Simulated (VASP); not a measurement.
# MgS (Niningerite) (P1) in VASP: further runs

MgS (Niningerite) is run at these levels: RPBE+D3(BJ); tasks: single point.

Everything below comes from runs of VASP 6.6.1. Logs are shortened: lines on timing, memory, paths and dates and some standing lists are left out, and cuts for length are marked.

### 1 The cell of the first run

The typed cell holds 2 atoms: a = 3.739 Å, b = 3.648 Å, c = 3.680 Å, α = 60.84°, β = 60.13°, γ = 58.76°.

### 2 Single point, RPBE+D3(BJ)

The input, INCAR:

```
SYSTEM = MgS
PREC = Accurate ; ENCUT = 520
EDIFF = 1E-6 ; ISMEAR = 0
SIGMA = 0.01 ; LREAL = .False.
LASPH = .True. ; NELM = 80
ALGO = Normal ; ISIF = 2
LWAVE = .False. ; LCHARG = .True.
GGA = RP ; IVDW = 12
LELF = .True. ; LVHAR = .True.
NBANDS = 11
```

The input, KPOINTS:

```
regular mesh
0
Gamma
  4 4 4
  0 0 0
```

The input, POSCAR:

```
MgS
1.0
   -0.0049900000      2.6230800000      2.6649800000
    2.5275000000      0.0299300000      2.6300600000
    2.5715700000      2.6322300000     -0.0141400000
Mg S
1 1
Direct
    0.9883300000      0.0161000000      0.9963000000
    0.4983019628      0.4806662019      0.5187033100
```

Potentials or basis: VASP PAW PBE potentials, release 64 (Mg, S).

The run is started by

```sh
> cat potpaw_PBE.64/Mg/POTCAR potpaw_PBE.64/S/POTCAR > POTCAR
> mpirun -np 1 vasp_std > vasp.out
```

OUTCAR:

```text
SYSTEM = MgS
   PREC = Accurate
   ENCUT = 520
   EDIFF = 1E-6
   ISMEAR = 0
   LREAL = .False.
   LASPH = .True.
   NELM = 80
   ISIF = 2
   GGA = RP
   IVDW = 12
 IVDW          = 12

 ion  position               nearest neighbor table
   1  0.988  0.016  0.996-   2 2.52   2 2.53   2 2.59   2 2.59   2 2.70   2 2.72
   2  0.498  0.481  0.519-   1 2.52   1 2.53   1 2.59   1 2.59   1 2.70   1 2.72

  Warning from LATTYP: Got some problem with cell dimensions!
  Tried to take original basis but could not verify dimensions!
  LATTYP: Found a triclinic cell.
 ALAT       =     3.6477894208
 B/A-ratio  =     2.4411076777
 C/A-ratio  =     2.6984031654
 COS(alpha) =     0.0000472076
 COS(beta)  =     0.5762595780
 COS(gamma) =     0.8097619804

  Lattice vectors:

 A1 = (  -2.5275000000,  -0.0299300000,  -2.6300600000)
 A2 = (  -5.0159200000,   5.1655200000,  -5.2393400000)
 A3 = (  -2.5615900000,  -7.8783900000,  -5.3158200000)

Analysis of symmetry for initial positions (statically):
=====================================================================
 Subroutine PRICEL returns:
 Original cell was already a primitive cell.

 Routine SETGRP: Setting up the symmetry group for a
 triclinic supercell.

 Subroutine GETGRP returns: Found  1 space group operations
 (whereof  1 operations were pure point group operations)
 out of a pool of  2 trial point group operations.

The static configuration has the point symmetry C_1 .

Analysis of symmetry for dynamics (positions and initial velocities):
=====================================================================
 Subroutine PRICEL returns:
 Original cell was already a primitive cell.

 Routine SETGRP: Setting up the symmetry group for a
 triclinic supercell.

 Subroutine GETGRP returns: Found  1 space group operations
 (whereof  1 operations were pure point group operations)
 out of a pool of  2 trial point group operations.

The dynamic configuration has the point symmetry C_1 .

 Subroutine INISYM returns: Found  1 space group operations
 (whereof  1 operations are pure point group operations),
 and found     1 'primitive' translations

----------------------------------------------------------------------------------------

                                     Primitive cell

  volume of cell :      35.3941

  direct lattice vectors                    reciprocal lattice vectors
    -0.004990000  2.623080000  2.664980000    -0.195607447  0.192097713  0.185793608
     2.527500000  0.029930000  2.630060000     0.199240388 -0.193623104  0.190951940
     2.571570000  2.632230000 -0.014140000     0.192662008  0.190677665 -0.187318999

  length of vectors
     3.739343791  3.647789421  3.679919425     0.331184343  0.337119092  0.329492077

  position of ions in fractional coordinates (direct lattice)
     0.988330000  0.016100000  0.996300000
     0.498301963  0.480666202  0.518703310

  ion indices of the primitive-cell ions
   primitive index   ion index
                 1           1
                 2           2

----------------------------------------------------------------------------------------

 KPOINTS: regular mesh

Automatic generation of k-mesh.
 Grid dimensions read from file:
 generate k-points for:    4    4    4

 Generating k-lattice:

  Cartesian coordinates                     Fractional coordinates (reciprocal lattice)
    -0.048901862  0.048024428  0.046448402     0.250000000 -0.000000000 -0.000000000
     0.049810097 -0.048405776  0.047737985     0.000000000  0.250000000  0.000000000
     0.048165502  0.047669416 -0.046829750     0.000000000  0.000000000  0.250000000

  Length of vectors
     0.082796086  0.084279773  0.082373019

  Shift w.r.t. Gamma in fractional coordinates (k-lattice)
     0.000000000  0.000000000  0.000000000

 Subroutine IBZKPT returns following result:
 ===========================================

 Found     36 irreducible k-points:

 Following reciprocal coordinates:
            Coordinates               Weight
  0.000000  0.000000  0.000000      1.000000
  0.250000 -0.000000  0.000000      2.000000
  0.500000 -0.000000  0.000000      1.000000
  0.000000  0.250000 -0.000000      2.000000
  0.250000  0.250000 -0.000000      2.000000
  0.500000  0.250000  0.000000      2.000000
[... 16 lines left out ...]
  0.000000 -0.250000  0.250000      2.000000
  0.250000 -0.250000  0.250000      2.000000
 [... further k-points ...]
   k-points           NKPTS =     36   k-points in BZ     NKDIM =     36   number of bands    NBANDS=     11
   number of dos      NEDOS =    301   number of ions     NIONS =      2
   total plane-waves  NPLWV =  21952
   dimension x,y,z NGX =    28 NGY =   28 NGZ =   28
   dimension x,y,z NGXF=    56 NGYF=   56 NGZF=   56
   ions per type =               1   1
   NGX,Y,Z   is equivalent  to a cutoff of  12.45, 12.76, 12.65 a.u.
   NGXF,Y,Z  is equivalent  to a cutoff of  24.90, 25.52, 25.30 a.u.
 SYSTEM =  MgS
   PREC   = accura    normal or accurate (medium, high low for compatibility)
   ISTART =      0    job   : 0-new  1-cont  2-samecut
   ICHARG =      2    charge: 1-file 2-atom 10-const
   ISPIN  =      1    spin polarized calculation?
   LNONCOLLINEAR =      F non collinear calculations
   LSORBIT =      F    spin-orbit coupling
   LASPH  =      T    aspherical Exc in radial PAW
   ENCUT  =  520.0 eV  38.22 Ry    6.18 a.u.   6.95  6.78  6.84*2*pi/ulx,y,z
   NELM   =     80;   NELMIN=  2; NELMDL= -5     # of ELM steps
   EDIFF  = 0.1E-05   stopping-criterion for ELM
   LREAL  =      F    real-space projection
   EDIFFG = 0.1E-04   stopping-criterion for IOM
   NSW    =      0    number of steps for IOM
   IBRION =     -1    ionic relax: 0-MD 1-quasi-New 2-CG
   NFREE  =      0    steps in history (QN), initial steepest desc. (CG)
   ISIF   =      2    stress and relaxation
   ISYM   =      2    0-nonsym 1-usesym 2-fastsym
   POTIM  = 0.5000    time-step for ionic-motion
   TEBEG  =    0.0;   TEEND  =   0.0 temperature during run
   PSTRESS=    0.0 pullay stress
   NELECT =       8.0000    total number of electrons
   NUPDOWN=      -1.0000    fix difference up-down
   EMIN   =  10.00;   EMAX   =-10.00  energy-range for DOS
   EFERMI =   0.00;   METHOD = LEGACY
   ISMEAR =     0;   SIGMA  =   0.01  broadening in eV -4-tet -1-fermi 0-gaus
   EFERMI_NEDOS =   21; number of points for ismear=-14 and -15
   IALGO  =     38    algorithm
   IMIX   =      4    mixing-type and parameters
     AMIX     =   0.40;   BMIX     =  1.00
     AMIX_MAG =   1.60;   BMIX_MAG =  1.00
  volume/ion in A,a.u.               =      17.70       119.43
  Fermi-wavevector in a.u.,A,eV,Ry     =   0.997228  1.884488 13.530509  0.994464
  Thomas-Fermi vector in A             =   2.129370
   LORBIT       =      0    0 simple, 1 ext, 2 COOP (PROOUT), +10 PAW based schemes
   GGA     = RP    functional components
   LHFCALC =     F    Hartree Fock is set to
   AEXX    =    0.0000 exact exchange contribution
   IVDW    =    12    specifies the selected vdW correction
   LEPSILON=     F    determine dielectric tensor
   LRPA    =     F    only Hartree local field effects (RPA)
 non-spin polarized calculation
 Gauss-broadening in eV      SIGMA  =   0.01
  energy-cutoff  :      520.00
  volume of cell :       35.39
 maximum number of plane-waves:       964
   NGX = 13   NGY = 13   NGZ = 13

 number of electron       8.0000000 magnetization

 Free energy of the ion-electron system (eV)
  ---------------------------------------------------
  ext. energy  EPLUGINS =         0.00000000
  ---------------------------------------------------
  free energy    TOTEN  =        -7.89229014 eV

  energy without entropy =       -7.89229014  energy(sigma->0) =       -7.89229014

 E-fermi :   4.0535     XC(G=0):  -9.5071

 val. band max:        3.9374408325   @ k =   0.0000   0.0000   0.0000
 cond. band min:       6.5861244254   @ k =   0.0000   0.5000   0.5000
 fundamental gap:      2.6486835930
 Fermi energy:         4.0535445862

 k-point     1 :       0.0000    0.0000    0.0000
  band No.  band energies     occupation
      1      -8.8320      2.00000
      2       3.6435      2.00000
      3       3.7859      2.00000
      4       3.9374      2.00000
      5       7.6030      0.00000
      6      11.5420      0.00000
      7      11.7107      0.00000
      8      12.1315      0.00000
      9      13.9380      0.00000
     10      14.3946      0.00000
     11      16.3568      0.00000

 k-point     2 :       0.2500   -0.0000    0.0000
  band No.  band energies     occupation
      1      -8.2849      2.00000
      2       0.9983      2.00000
      3       3.4196      2.00000
      4       3.5742      2.00000
      5       8.8501      0.00000
      6      11.5353      0.00000
      7      11.8572      0.00000
      8      12.1185      0.00000
      9      13.9764      0.00000
     10      14.3024      0.00000
     11      15.8421      0.00000

 k-point     3 :       0.5000   -0.0000    0.0000
  band No.  band energies     occupation
      1      -7.5596      2.00000
      2      -0.9912      2.00000
      3       3.1840      2.00000
      4       3.2910      2.00000
      5       8.4460      0.00000
      6      10.6728      0.00000
      7      10.9822      0.00000
      8      14.0019      0.00000
      9      15.9820      0.00000
     10      17.7659      0.00000
     11      18.3163      0.00000

 k-point     4 :       0.0000    0.2500   -0.0000
  band No.  band energies     occupation
      1      -8.2583      2.00000
      2       1.1386      2.00000
      3       3.3716      2.00000
      4       3.4014      2.00000
      5       8.7389      0.00000
      6      11.3570      0.00000
      7      11.7107      0.00000
      8      12.2887      0.00000
      9      14.0428      0.00000
     10      14.1360      0.00000
     11      15.7363      0.00000

 k-point     5 :       0.2500    0.2500   -0.0000
  band No.  band energies     occupation
      1      -8.1386      2.00000
      2       1.3225      2.00000
      3       2.7509      2.00000
      4       2.9975      2.00000
      5       8.8220      0.00000
      6       9.4976      0.00000
      7      11.9695      0.00000
      8      13.9999      0.00000
      9      14.2327      0.00000
     10      15.2699      0.00000
     11      19.0469      0.00000
[... 211 lines left out ...]
 k-point    21 :       0.5000    0.5000    0.2500
  band No.  band energies     occupation
      1      -7.4190      2.00000
      2      -0.1871      2.00000
      3       1.5447      2.00000
      4       2.7600      2.00000
      5       8.4451      0.00000
      6      10.5219      0.00000
      7      12.5237      0.00000
      8      12.9791      0.00000
      9      16.5295      0.00000
     10      18.2783      0.00000
     11      19.2982      0.00000

 k-point    22 :      -0.2500    0.5000    0.2500
  band No.  band energies     occupation
      1      -7.1361      2.00000
      2       0.5837      2.00000
      3       0.6248      2.00000
      4       1.5043      2.00000
      5       9.0721      0.00000
      6      11.6413      0.00000
      7      11.8013      0.00000
      8      12.0629      0.00000
      9      17.9038      0.00000
     10      18.5686      0.00000
     11      19.3025      0.00000

 k-point    23 :       0.0000   -0.2500    0.2500
  band No.  band energies     occupation
      1      -7.6215      2.00000
      2       0.2768      2.00000
      3       1.4782      2.00000
      4       3.0733      2.00000
      5       9.4048      0.00000
      6      11.3605      0.00000
      7      11.7609      0.00000
      8      11.8636      0.00000
      9      14.1491      0.00000
     10      17.9357      0.00000
     11      19.3663      0.00000

 k-point    24 :       0.2500   -0.2500    0.2500
  band No.  band energies     occupation
      1      -7.3584      2.00000
      2      -0.1348      2.00000
      3       1.6125      2.00000
      4       2.5063      2.00000
      5       8.1686      0.00000
      6      10.6299      0.00000
      7      12.5746      0.00000
      8      12.7430      0.00000
      9      16.6110      0.00000
     10      18.2580      0.00000
     11      19.4074      0.00000

 [... further k-points ...]

------------------------ aborting loop because EDIFF is reached ----------------------------------------

 Edisp (eV)   -2.82582

 E8    (eV) :    -1.6776

  FORCE on cell =-STRESS in cart. coord.  units (eV):
  Direction    XX          YY          ZZ          XY          YZ          ZX
  --------------------------------------------------------------------------------------
  -------------------------------------------------------------------------------------
  Total      -2.35785    -2.86633    -3.33300    -0.16365    -0.06200     0.20518
  in kB    -106.73233  -129.74955  -150.87420    -7.40787    -2.80634     9.28779
  external pressure =     -129.12 kB  Pullay stress =        0.00 kB

 VOLUME and BASIS-vectors are now :
 -----------------------------------------------------------------------------
  energy-cutoff  :      520.00
  volume of cell :       35.39
      direct lattice vectors                 reciprocal lattice vectors
    -0.004990000  2.623080000  2.664980000    -0.195607447  0.192097713  0.185793608
     2.527500000  0.029930000  2.630060000     0.199240388 -0.193623104  0.190951940
     2.571570000  2.632230000 -0.014140000     0.192662008  0.190677665 -0.187318999

 POSITION                                       TOTAL-FORCE (eV/Angst)
 -----------------------------------------------------------------------------------
      2.59782      5.21544      2.66214        -0.149233      0.274404     -0.151761
      2.54628      2.68682      2.58481         0.149233     -0.274404      0.151761
 -----------------------------------------------------------------------------------
    total drift:                               -0.000084     -0.000010      0.000008

  FREE ENERGIE OF THE ION-ELECTRON SYSTEM (eV)
  ---------------------------------------------------
  free  energy   TOTEN  =       -10.7181092193 eV

  energy  without entropy=      -10.7181092193  energy(sigma->0) =      -10.71810922
```

Run time: 13 s. Hardware: 1 thread of AMD EPYC 7R43 (Zen 3), shared host; peak memory 0.14 GiB.

Results:

| Item | Value |
| --- | --- |
| Free energy | -10.7181 eV |
| Pressure | -12.9 GPa |
| Largest force | 0.347 eV/Å |
| Band gap on the k mesh | 2.65 eV, indirect (least direct gap 3.67 eV) |
| Dispersion energy per atom | -1.413 eV |

Forces on the atoms (eV/Å):
```
Mg  -0.149  0.274 -0.152
S    0.149 -0.274  0.152
```

Stress tensor (GPa, compression positive):
```
-10.67  -0.74   0.93
 -0.74 -12.97  -0.28
  0.93  -0.28 -15.09
```

Caveat: the k points lie up to 0.53 Å⁻¹ apart; the PAW data sets were made with another functional, which shifts forces and pressure a little.

(Part 1 of 4 ends here.)
